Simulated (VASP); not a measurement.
# Si3C (P6/mmm) in VASP: notebook

The runs below take Si3C through single point, relaxation of cell and atoms, with PBE.

Program: VASP 6.6.1. These are calculated values, not measurements. Logs are shortened: lines on timing, memory, paths and dates and some standing lists are left out, and cuts for length are marked.

## Step 1: The cell of the first run

The structure is hexagonal, space group P6/mmm (No. 191). Conventional cell: a = 4.948 Å, b = 4.948 Å, c = 2.413 Å, α = 90.00°, β = 90.00°, γ = 120.00°. Within 3.2 Å of Si (site symmetry mmm) lie 6 Si at 2.41 to 2.47 Å and 2 C at 2.47 Å. C (site symmetry 6/mmm) has 2 C at 2.41 Å and 6 Si at 2.47 Å within 3.2 Å.

## Step 2: Single point, PBE

Input file INCAR:

```
PREC = Accurate
ENCUT = 520
EDIFF = 1E-6
ISMEAR = 0
SIGMA = 0.1
LREAL = False
LASPH = True
NELM = 80
ALGO = Normal
ISIF = 2
LWAVE = False
LCHARG = False
GGA = PE
NBANDS = 16
```

Input file KPOINTS:

```
Automatic mesh
0
Gamma
  6 6 6
```

Input file POSCAR:

```
Si3C
1.0
    4.9479303742      0.0000000000      0.0000000000
   -2.4739651871      4.2850334002      0.0000000000
    0.0000000000      0.0000000000      2.4130145326
Si C
3 1
Direct
    0.5000000000      0.0000000000      0.5000000000
    0.0000000000      0.5000000000      0.5000000000
    0.5000000000      0.5000000000      0.5000000000
    0.0000000000      0.0000000000      0.5000000000
```

Potentials or basis: VASP PAW PBE potentials, release 64 (Si, C).

Launch:

```sh
$ cat potpaw_PBE.64/Si/POTCAR potpaw_PBE.64/C/POTCAR > POTCAR
$ mpirun -np 1 vasp_std > vasp.out
```

OUTCAR:

```text
PREC = Accurate
   ENCUT = 520
   EDIFF = 1E-6
   ISMEAR = 0
   LREAL = False
   LASPH = True
   NELM = 80
   ISIF = 2
   GGA = PE

 ion  position               nearest neighbor table
   1  0.500  0.000  0.500-   2 2.47   3 2.47   3 2.47   2 2.47   4 2.47   4 2.47
   2  0.000  0.500  0.500-   1 2.47   4 2.47   4 2.47   1 2.47   3 2.47   3 2.47
   3  0.500  0.500  0.500-   1 2.47   4 2.47   1 2.47   4 2.47   2 2.47   2 2.47
   4  0.000  0.000  0.500-   2 2.47   3 2.47   2 2.47   3 2.47   1 2.47   1 2.47

  LATTYP: Found a hexagonal cell.
 ALAT       =     4.9479303742
 C/A-ratio  =     0.4876815861

  Lattice vectors:

 A1 = (   4.9479303742,   0.0000000000,   0.0000000000)
 A2 = (  -2.4739651871,   4.2850334002,   0.0000000000)
 A3 = (   0.0000000000,   0.0000000000,   2.4130145326)

Analysis of symmetry for initial positions (statically):
=====================================================================
 Subroutine PRICEL returns:
 Original cell was already a primitive cell.

 Routine SETGRP: Setting up the symmetry group for a
 hexagonal supercell.

 Subroutine GETGRP returns: Found 24 space group operations
 (whereof 24 operations were pure point group operations)
 out of a pool of 24 trial point group operations.

The static configuration has the point symmetry D_6h.

Analysis of symmetry for dynamics (positions and initial velocities):
=====================================================================
 Subroutine PRICEL returns:
 Original cell was already a primitive cell.

 Routine SETGRP: Setting up the symmetry group for a
 hexagonal supercell.

 Subroutine GETGRP returns: Found 24 space group operations
 (whereof 24 operations were pure point group operations)
 out of a pool of 24 trial point group operations.

The dynamic configuration has the point symmetry D_6h.

 Subroutine INISYM returns: Found 24 space group operations
 (whereof 24 operations are pure point group operations),
 and found     1 'primitive' translations

----------------------------------------------------------------------------------------

                                     Primitive cell

  volume of cell :      51.1608

  direct lattice vectors                    reciprocal lattice vectors
     4.947930374  0.000000000  0.000000000     0.202104703  0.116685205  0.000000000
    -2.473965187  4.285033400  0.000000000     0.000000000  0.233370410  0.000000000
     0.000000000  0.000000000  2.413014533     0.000000000  0.000000000  0.414419386

  length of vectors
     4.947930374  4.947930374  2.413014533     0.233370410  0.233370410  0.414419386

  position of ions in fractional coordinates (direct lattice)
     0.500000000  0.000000000  0.500000000
     0.000000000  0.500000000  0.500000000
     0.500000000  0.500000000  0.500000000
     0.000000000  0.000000000  0.500000000

  ion indices of the primitive-cell ions
   primitive index   ion index
                 1           1
                 2           2
                 3           3
                 4           4

----------------------------------------------------------------------------------------

 KPOINTS: Automatic mesh

Automatic generation of k-mesh.
 Grid dimensions read from file:
 generate k-points for:    6    6    6

 Generating k-lattice:

  Cartesian coordinates                     Fractional coordinates (reciprocal lattice)
     0.033684117  0.019447534  0.000000000     0.166666667  0.000000000  0.000000000
     0.000000000  0.038895068  0.000000000     0.000000000  0.166666667  0.000000000
     0.000000000  0.000000000  0.069069898     0.000000000  0.000000000  0.166666667

  Length of vectors
     0.038895068  0.038895068  0.069069898

  Shift w.r.t. Gamma in fractional coordinates (k-lattice)
     0.000000000  0.000000000  0.000000000

 Subroutine IBZKPT returns following result:
 ===========================================

 Found     28 irreducible k-points:

 Following reciprocal coordinates:
            Coordinates               Weight
  0.000000  0.000000  0.000000      1.000000
  0.166667  0.000000  0.000000      6.000000
  0.333333  0.000000  0.000000      6.000000
  0.500000  0.000000  0.000000      3.000000
  0.166667  0.166667  0.000000      6.000000
  0.333333  0.166667  0.000000     12.000000
[... 16 lines left out ...]
  0.166667  0.000000  0.500000      6.000000
  0.333333  0.000000  0.500000      6.000000
 [... further k-points ...]
   k-points           NKPTS =     28   k-points in BZ     NKDIM =     28   number of bands    NBANDS=     16
   number of dos      NEDOS =    301   number of ions     NIONS =      4
   total plane-waves  NPLWV =  28800
   dimension x,y,z NGX =    40 NGY =   40 NGZ =   18
   dimension x,y,z NGXF=    80 NGYF=   80 NGZF=   36
   ions per type =               3   1
   NGX,Y,Z   is equivalent  to a cutoff of  13.44, 13.44, 12.40 a.u.
   NGXF,Y,Z  is equivalent  to a cutoff of  26.88, 26.88, 24.80 a.u.
 SYSTEM =  unknown system
[... 32 lines left out ...]
  Thomas-Fermi vector in A             =   2.247786
   LORBIT       =      0    0 simple, 1 ext, 2 COOP (PROOUT), +10 PAW based schemes
   GGA     = PE    functional components
   LHFCALC =     F    Hartree Fock is set to
   AEXX    =    0.0000 exact exchange contribution
   IVDW    =     0    specifies the selected vdW correction
   LEPSILON=     F    determine dielectric tensor
   LRPA    =     F    only Hartree local field effects (RPA)
 non-spin polarized calculation
 Gauss-broadening in eV      SIGMA  =   0.10
  energy-cutoff  :      520.00
  volume of cell :       51.16
 maximum number of plane-waves:      1398
 NGX is ok and might be reduce to    40

 number of electron      16.0000001 magnetization

 Free energy of the ion-electron system (eV)
  ---------------------------------------------------
  ext. energy  EPLUGINS =         0.00000000
  ---------------------------------------------------
  free energy    TOTEN  =       -20.69612618 eV

  energy without entropy =      -20.68722248  energy(sigma->0) =      -20.69167433

 E-fermi :   9.1702     XC(G=0): -11.2724

 val. band max:        9.1143012916   @ k =   0.1667   0.0000   0.5000
 cond. band min:       9.2352347832   @ k =   0.3333   0.0000   0.3333
 fundamental gap:      0.1209334916
 Fermi energy:         9.1701837662

 k-point     1 :       0.0000    0.0000    0.0000
  band No.  band energies     occupation
      1      -5.6325      2.00000
      2       0.1687      2.00000
      3       1.6996      2.00000
      4       2.0657      2.00000
      5       2.0657      2.00000
      6       2.6466      2.00000
[... 8 lines left out ...]
     15      18.8201      0.00000
     16      18.8969      0.00000

 k-point     2 :       0.1667    0.0000    0.0000
  band No.  band energies     occupation
      1      -5.4217      2.00000
      2      -0.6717      2.00000
      3       0.3074      2.00000
      4       1.2866      2.00000
      5       3.0377      2.00000
      6       3.8172      2.00000
[... 8 lines left out ...]
     15      18.9436      0.00000
     16      19.5104      0.00000

 k-point     3 :       0.3333    0.0000    0.0000
  band No.  band energies     occupation
      1      -4.7921      2.00000
      2      -2.3288      2.00000
      3      -0.3253      2.00000
      4       0.6754      2.00000
      5       4.6317      2.00000
      6       5.5766      2.00000
[... 8 lines left out ...]
     15      19.0995      0.00000
     16      20.0713      0.00000

 k-point     4 :       0.5000    0.0000    0.0000
  band No.  band energies     occupation
      1      -3.7869      2.00000
      2      -3.7172      2.00000
      3      -0.5175      2.00000
      4       0.4686      2.00000
      5       6.3007      2.00000
      6       7.0933      2.00000
[... 8 lines left out ...]
     15      19.2450      0.00000
     16      20.0233      0.00000
[... 324 lines left out ...]
 k-point    22 :       0.0000    0.0000    0.5000
  band No.  band energies     occupation
      1      -1.1275      2.00000
      2       1.7518      2.00000
      3       4.1110      2.00000
      4       5.7135      2.00000
      5       5.9294      2.00000
      6       5.9294      2.00000
[... 8 lines left out ...]
     15      15.4635      0.00000
     16      15.4635      0.00000

 k-point    23 :       0.1667    0.0000    0.5000
  band No.  band energies     occupation
      1      -0.9435      2.00000
      2       1.9491      2.00000
      3       3.3639      2.00000
      4       4.9846      2.00000
      5       5.6242      2.00000
      6       6.3861      2.00000
[... 8 lines left out ...]
     15      14.4133      0.00000
     16      15.2105      0.00000

 k-point    24 :       0.3333    0.0000    0.5000
  band No.  band energies     occupation
      1      -0.4264      2.00000
      2       2.1166      2.00000
      3       2.5326      2.00000
      4       4.2496      2.00000
      5       4.8776      2.00000
      6       5.2063      2.00000
[... 8 lines left out ...]
     15      14.2800      0.00000
     16      15.2877      0.00000

 [... further k-points ...]
[... 5 lines left out ...]
  --------------------------------------------------------------------------------------
  -------------------------------------------------------------------------------------
  Total       -0.0154408     -0.0154408     -0.0113375      0.0000000     -0.0000000      0.0000000
  in kB       -0.4835522     -0.4835522     -0.3550491      0.0000000     -0.0000000      0.0000000
  external PRESSURE =      -0.4407179 kB  Pullay stress =       0.0000000 kB

 VOLUME and BASIS-vectors are now :
 -----------------------------------------------------------------------------
  energy-cutoff  :      520.00
  volume of cell :       51.16
      direct lattice vectors                 reciprocal lattice vectors
     4.947930374  0.000000000  0.000000000     0.202104703  0.116685205  0.000000000
    -2.473965187  4.285033400  0.000000000     0.000000000  0.233370410  0.000000000
     0.000000000  0.000000000  2.413014533     0.000000000  0.000000000  0.414419386

 POSITION                                       TOTAL-FORCE (eV/Angst)
 -----------------------------------------------------------------------------------
      2.47397      0.00000      1.20651        -0.000000      0.000000      0.000000
     -1.23698      2.14252      1.20651         0.000000      0.000000      0.000000
      1.23698      2.14252      1.20651        -0.000000      0.000000      0.000000
      0.00000      0.00000      1.20651        -0.000000      0.000000      0.000000
 -----------------------------------------------------------------------------------
    total drift:                               -0.000000      0.000000     -0.000000

  FREE ENERGIE OF THE ION-ELECTRON SYSTEM (eV)
  ---------------------------------------------------
  free  energy   TOTEN  =       -20.6961261822 eV

  energy  without entropy=      -20.6872224764  energy(sigma->0) =      -20.69167433
```

Run time: 7.8 s. Hardware: 1 thread of Intel Xeon 6975P-C (Granite Rapids), shared host; peak memory 0.17 GiB.

What came out:

```yaml
Free_energy: -20.6961 eV
Pressure: 0.0 GPa
Band_gap_on_the_k_mesh: zero (band 8 reaches 13.04 eV, above the bottom of band 9 at 7.29 eV)
```

Caveat: the k points lie up to 0.43 Å⁻¹ apart.

## Step 3: Relaxation of cell and atoms, PBE

This run uses another cell than the first one, of 9.56 Å³/atom, 0.748 times its volume.

Input file INCAR:

```
SYSTEM = Si3C
PREC = Accurate
ENCUT = 600
EDIFF = 1E-6
ISMEAR = 0
SIGMA = 0.1
LREAL = .FALSE.
LASPH = .TRUE.
NELM = 100
ALGO = Normal
ISIF = 3
LWAVE = .FALSE.
LCHARG = .FALSE.
GGA = PE
IBRION = 2
NSW = 90
EDIFFG = -0.04
```

Input file KPOINTS:

```
regular mesh
0
G
  6 6 4
  0 0 0
```

Input file POSCAR:

```
Si3C
1.0
    3.1532119400      0.0000000000      0.0000000000
   -1.5766059700      2.7307616500      0.0000000000
    0.0000000000      0.0000000000      4.4426378700
Si C
3 1
Direct
    0.5000000000      0.0000000000      0.5000000000
    0.0000000000      0.5000000000      0.5000000000
    0.5000000000      0.5000000000      0.5000000000
    0.0000000000      0.0000000000      0.5000000000
```

Potentials or basis: VASP PAW PBE potentials, release 64 (Si, C).

Launch:

```sh
$ cat potpaw_PBE.64/Si/POTCAR potpaw_PBE.64/C/POTCAR > POTCAR
$ mpirun -np 1 vasp_std > vasp.out
```

Wall time 2.4 min (1 thread of Intel Xeon 6975P-C (Granite Rapids), shared host); peak memory 0.17 GiB.

The run converged. Its results:

* Free energy: -20.1439 eV
* Relaxed volume: 12.59 Å³/atom
* Relaxed cell: a = 4.816 Å, b = 4.816 Å, c = 2.507 Å, α = 90.00°, β = 90.00°, γ = 120.00°
* Space group after relaxing (to 0.05 Å): P6/mmm (No. 191)
* Energy gained by relaxing: 12334.7 meV/atom
* Ionic steps: 35
* Pressure after relaxing: -0.1 GPa
* Band gap on the k mesh: zero (band 8 reaches 12.64 eV, above the bottom of band 9 at 7.96 eV)

Stress tensor (GPa, compression positive):
```
-0.10  0.00  0.00
 0.00 -0.10  0.00
 0.00  0.00  0.00
```

Step by step:
| step | energy change (eV) | largest force (eV/Å) | pressure (GPa) | volume (Å³) |
| --- | --- | --- | --- | --- |
| 1 | 0.0000 | 0.0000 | 481.66 | 38.25 |
| 2 | -27.1975 | 0.0000 | -5.15 | 361.80 |
| 3 | -28.6114 | 0.0000 | -5.59 | 326.45 |
| 4 | -29.9688 | 0.0000 | -6.19 | 295.78 |
| 5 | -42.2604 | 0.0000 | -13.03 | 136.83 |
| 6 | -47.3832 | 0.0000 | 2.08 | 79.97 |
| 7 | -47.4218 | 0.0000 | -1.39 | 85.65 |
| 8 | -47.4294 | 0.0000 | -0.55 | 84.09 |
| 9 | -47.4274 | 0.0000 | 0.05 | 83.00 |
| 10 | -47.4326 | 0.0000 | 0.02 | 82.40 |
| 11 | -47.4505 | 0.0000 | -0.09 | 80.60 |
| 12 | -47.5026 | 0.0000 | -0.43 | 76.99 |
| 13 | -47.6811 | 0.0000 | -0.42 | 69.78 |
| 14 | -48.5545 | 0.0000 | 0.50 | 55.35 |
| 15 | 1.5876 | 0.0000 | 633.84 | 26.41 |
| 16 | -48.5845 | 0.0000 | 0.03 | 54.64 |
| 17 | -47.7125 | 0.0000 | 51.62 | 40.54 |
| 18 | -49.0140 | 0.0000 | 3.40 | 50.93 |
| 19 | -49.1854 | 0.0000 | 11.13 | 46.77 |
| 20 | -49.1857 | 0.0000 | 9.65 | 47.50 |
| 21 | -49.1887 | 0.0000 | 9.65 | 47.43 |
| 22 | -49.1975 | 0.0000 | 9.80 | 47.22 |
| 23 | -49.2087 | 0.0000 | 10.77 | 46.79 |
| 24 | -49.2089 | 0.0000 | 11.11 | 46.68 |
| 25 | -49.2167 | 0.0000 | 10.72 | 46.78 |
| 26 | -49.2384 | 0.0000 | 9.57 | 47.07 |
| 27 | -49.2747 | 0.0000 | 7.40 | 47.64 |
| 28 | -49.3209 | 0.0000 | 3.72 | 48.81 |
| 29 | -49.3278 | 0.0000 | -2.10 | 51.20 |
| 30 | -49.3373 | 0.0000 | 0.23 | 50.20 |
| 31 | -49.3373 | 0.0000 | 0.41 | 50.13 |
| 32 | -49.3377 | 0.0000 | 0.34 | 50.16 |
| 33 | -49.3385 | 0.0000 | 0.14 | 50.26 |
| 34 | -49.3385 | 0.0000 | -0.25 | 50.45 |
| 35 | -49.3387 | 0.0000 | -0.07 | 50.36 |

Final structure:
```cif
data_structure
_symmetry_space_group_name_H-M 'P 1'
_symmetry_Int_Tables_number 1
_cell_length_a 4.8161
_cell_length_b 4.8161
_cell_length_c 2.5068
_cell_angle_alpha 90.000
_cell_angle_beta 90.000
_cell_angle_gamma 120.000
_cell_volume 50.36
loop_
_atom_site_label
_atom_site_type_symbol
_atom_site_fract_x
_atom_site_fract_y
_atom_site_fract_z
_atom_site_occupancy
Si1 Si 0.50000 0.00000 0.50000 1
Si2 Si 0.00000 0.50000 0.50000 1
Si3 Si 0.50000 0.50000 0.50000 1
C1 C 0.00000 0.00000 0.50000 1
```

Levels at points of the mesh, in eV from the Fermi level:
```tsv
k point	band 6	band 7	band 8	band 9	band 10	band 11
(0.00, 0.00, 0.00)	-6.28	-6.28	3.55	4.85	4.85	6.87
(0.50, 0.00, 0.00)	-1.72	-1.15	-0.08	1.78	3.05	3.74
(0.00, 0.00, 0.50)	-3.64	-1.44	-0.95	-0.95	-0.78	-0.78
(0.50, 0.00, 0.50)	-4.53	-2.05	-1.56	0.41	1.79	3.19
```

Caveat: the k points lie up to 0.63 Å⁻¹ apart in the final cell; the volume moved by over 15 % at a fixed basis, so the end points are rough.

## Step 4: Relaxation of cell and atoms, PBE

This run uses another cell than the first one, of the same volume but with other edges.

Input file INCAR:

```
SYSTEM = Si3C
ALGO = Normal
EDIFF = 1E-6
EDIFFG = -0.04
ENCUT = 600
GGA = PE
IBRION = 2
ISIF = 3
ISMEAR = 0
LASPH = .True.
LCHARG = .False.
LREAL = .False.
LWAVE = .False.
NELM = 60
NSW = 90
PREC = Accurate
SIGMA = 0.1
```

Input file KPOINTS:

```
k-points
0
Gamma
  6 6 6
  0 0 0
```

Input file POSCAR:

```
Si3C
1.0
    4.8606734231      0.0000000000      0.0000000000
   -2.4303367115      4.2094666639      0.0000000000
    0.0000000000      0.0000000000      2.5007447610
Si C
3 1
Direct
    0.5000000000      0.0000000000      0.5000000000
    0.0000000000      0.5000000000      0.5000000000
    0.5000000000      0.5000000000      0.5000000000
    0.0000000000      0.0000000000      0.5000000000
```

Launch:

```sh
$ cat potpaw_PBE.64/Si/POTCAR potpaw_PBE.64/C/POTCAR > POTCAR
$ mpirun -np 1 vasp_std > vasp.out
```

It took 29 s on 1 thread of Intel Xeon 6975P-C (Granite Rapids), shared host; peak memory 0.18 GiB.

Results (log left out):

```yaml
Free_energy: -20.6965 eV
Relaxed_volume: 12.78 Å³/atom
Relaxed_cell: a = 4.947 Å, b = 4.947 Å, c = 2.411 Å, α = 90.00°, β = 90.00°, γ = 120.00°
Space_group_after_relaxing_to_0.05_Å: P6/mmm (No. 191)
Energy_gained_by_relaxing: 24.2 meV/atom
Ionic_steps: 6
Pressure_after_relaxing: 0.0 GPa
Band_gap_on_the_k_mesh: zero (band 8 reaches 13.05 eV, above the bottom of band 9 at 7.29 eV)
```

Stress tensor (GPa, compression positive):
```
-0.01  0.00  0.00
 0.00 -0.01  0.00
 0.00  0.00  0.13
```

Step by step:
| step | energy change (eV) | largest force (eV/Å) | pressure (GPa) | volume (Å³) |
| --- | --- | --- | --- | --- |
| 1 | 0.0000 | 0.0000 | 0.61 | 51.17 |
| 2 | -0.0791 | 0.0000 | -0.93 | 51.44 |
| 3 | -0.0961 | 0.0000 | -0.41 | 51.37 |
| 4 | -0.0963 | 0.0000 | -0.47 | 51.38 |
| 5 | -0.0963 | 0.0000 | -0.50 | 51.38 |
| 6 | -0.0967 | 0.0000 | 0.04 | 51.11 |

Final structure:
```
CELL_PARAMETERS angstrom
4.94693 0.00000 0.00000
-2.47347 4.28417 0.00000
0.00000 0.00000 2.41137
ATOMIC_POSITIONS crystal
Si 0.50000 0.00000 0.50000
Si 0.00000 0.50000 0.50000
Si 0.50000 0.50000 0.50000
C 0.00000 0.00000 0.50000
```

Levels at points of the mesh, in eV from the Fermi level:
| k point | band 6 | band 7 | band 8 | band 9 | band 10 | band 11 |
| --- | --- | --- | --- | --- | --- | --- |
| (0.00, 0.00, 0.00) | -6.53 | -6.53 | 3.87 | 3.87 | 4.30 | 6.69 |
| (0.50, 0.00, 0.00) | -2.08 | -2.01 | -0.69 | 0.95 | 2.01 | 4.39 |
| (0.00, 0.00, 0.50) | -3.24 | -2.02 | -1.76 | -1.76 | -0.72 | -0.72 |
| (0.50, 0.00, 0.50) | -4.12 | -2.53 | -2.22 | 0.49 | 1.62 | 3.25 |

Caveat: the k points lie up to 0.43 Å⁻¹ apart in the final cell.

## Step 5: Overview

```csv
task,cell,k mesh,cutoff (eV),gap on the mesh (eV),pressure (GPa),relaxed volume (Å³/atom)
single point,"a = 4.948, b = 4.948, c = 2.413 Å, angles 90.0, 90.0, 120.0°, 4 atoms",6 × 6 × 6,520,none,0.0,-
relaxation of cell and atoms,"relaxed from a = 3.153, b = 3.153, c = 4.443 Å, angles 90.0, 90.0, 120.0°, 4 atoms",6 × 6 × 4,600,none,-0.1,12.59
relaxation of cell and atoms,"relaxed from a = 4.861, b = 4.861, c = 2.501 Å, angles 90.0, 90.0, 120.0°, 4 atoms",6 × 6 × 6,600,none,0.0,12.78
```

Alike in all rows: level PBE; potentials or basis VASP PAW PBE potentials, release 64 (Si, C); no spin polarisation; smearing gaussian 0.1 eV.

Caveats: all runs use coarse meshes; the volume moved by over 15 % at a fixed basis, so the end points are rough (some runs).

Absolute energies hang on the potentials; compare differences alone.
